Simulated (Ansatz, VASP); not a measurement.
# Two plane-wave programs on InP3

The input INCAR:

```
PREC = Accurate ; ENCUT = 520
EDIFF = 1E-6 ; ISMEAR = 0
SIGMA = 0.1 ; LREAL = F
LASPH = T ; NELM = 60
ALGO = Normal ; ISIF = 2
LWAVE = F ; LCHARG = F
GGA = PS ; NBANDS = 38
```

KPOINTS

```
regular mesh
0
Gamma
  7 7 7
```

File POSCAR:

```
InP3
1.0
    5.3996121304      0.0000000000      0.0000000000
    0.2877165199      5.3919412425      0.0000000000
   -0.2877165199     -0.2727731533      5.3850371558
In P
2 6
Direct
    0.7267210885      0.7267210885      0.2732789115
    0.2732789115      0.2732789115      0.7267210885
    0.7588073720      0.2052891173      0.7947108827
    0.2052891173      0.7588073720      0.7947108827
    0.2052891173      0.2052891173      0.2411926280
    0.2411926280      0.7947108827      0.2052891173
    0.7947108827      0.7947108827      0.7588073720
    0.7947108827      0.2411926280      0.2052891173
```

Input for Ansatz:

```yaml
crystal:
  lattice:
    - [5.3996121304, 0.0, 0.0]
    - [0.2877165199, 5.3919412425, 0.0]
    - [-0.2877165199, -0.2727731533, 5.3850371558]
  atoms:
    - { symbol: In, position: [0.7267210885, 0.7267210885, 0.2732789115] }
    - { symbol: In, position: [0.2732789115, 0.2732789115, 0.7267210885] }
    - { symbol: P, position: [0.758807372, 0.2052891173, 0.7947108827] }
    - { symbol: P, position: [0.2052891173, 0.758807372, 0.7947108827] }
    - { symbol: P, position: [0.2052891173, 0.2052891173, 0.241192628] }
    - { symbol: P, position: [0.241192628, 0.7947108827, 0.2052891173] }
    - { symbol: P, position: [0.7947108827, 0.7947108827, 0.758807372] }
    - { symbol: P, position: [0.7947108827, 0.241192628, 0.2052891173] }
basis:
  ecutwfc: 420
kpoints:
  mp_grid: { grid: [7, 7, 7] }
hamiltonian:
  xc: pbesol
scf:
  occupations: { method: gaussian, width: 0.1 }
output:
  forces: true
  stress: true
  eigenvalues: true
  write_density: true
  write_potential: true
  elf: true
  volumetric_format: npy
```

Alike in both runs: task single point; functional PBEsol; k mesh 7 × 7 × 7; occupations gaussian, width 0.1 eV; no spin polarisation.

|  | VASP | Ansatz |
| --- | --- | --- |
| version | VASP 6.6.1 | Ansatz 0.2.0 |
| potentials or method | VASP PAW PBE potentials, release 64 (In_d, P), cutoff 520 eV | scalar-relativistic, plane waves, PAW |
| valence electrons in the cell | 56 | 56 |

|  | VASP | Ansatz | Ansatz less VASP |
| --- | --- | --- | --- |
| gap on the k mesh at the Fermi level (eV) | none | none | - |
| pressure (GPa) | -0.1 | -0.1 | +0.02 |
| traceless stress, the component that is largest in VASP (GPa) | -0.06 | -0.07 | -0.012 |
| rms of the force components (eV/Å) | 0.038 | 0.034 | -0.0043 |

VASP's potentials were made for PBE, not for PBEsol. Atom by atom the forces differ by 0.012 eV/Å (rms over components). A gap of «none» marks a metal or a gap that the smearing closes. With one functional, cell and mesh, what is left measures potentials, basis and numerics.
